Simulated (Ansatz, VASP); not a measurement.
## One calculation of C, two programs

```
C
1.0
     0.00000    1.74696    1.74696
     1.74696    0.00000    1.74696
     1.74696    1.74696    0.00000
C
2
Direct
  0.75000 0.75000 0.75000
  0.50000 0.50000 0.50000
```

Change from the starting cell: volume scaled by 0.94.

Alike in both runs: task single point; functional LDA; k mesh 13 × 13 × 13; occupations gaussian, width 0.05 eV; no spin polarisation.

|  | VASP | Ansatz |
| --- | --- | --- |
| version | VASP 6.6.1 | Ansatz 0.2.0 |
| potentials or method | VASP PAW LDA potentials, release 64 (C), cutoff 520 eV | all-electron LAPW, scalar-relativistic |

Ansatz gave:

* gap on the k mesh at the Fermi level (eV): 4.26
* least direct gap on the mesh (eV): 5.72
* pressure (GPa): 16.2

Question: What did VASP give for the same quantities?

Answer: gap on the k mesh at the Fermi level (eV): 4.26; least direct gap on the mesh (eV): 5.72; pressure (GPa): 17.8.

LDA's correlation is that of Perdew and Zunger in VASP and of Perdew and Wang (1992) in Ansatz. Ansatz ran all-electron here, and VASP with PAW potentials.
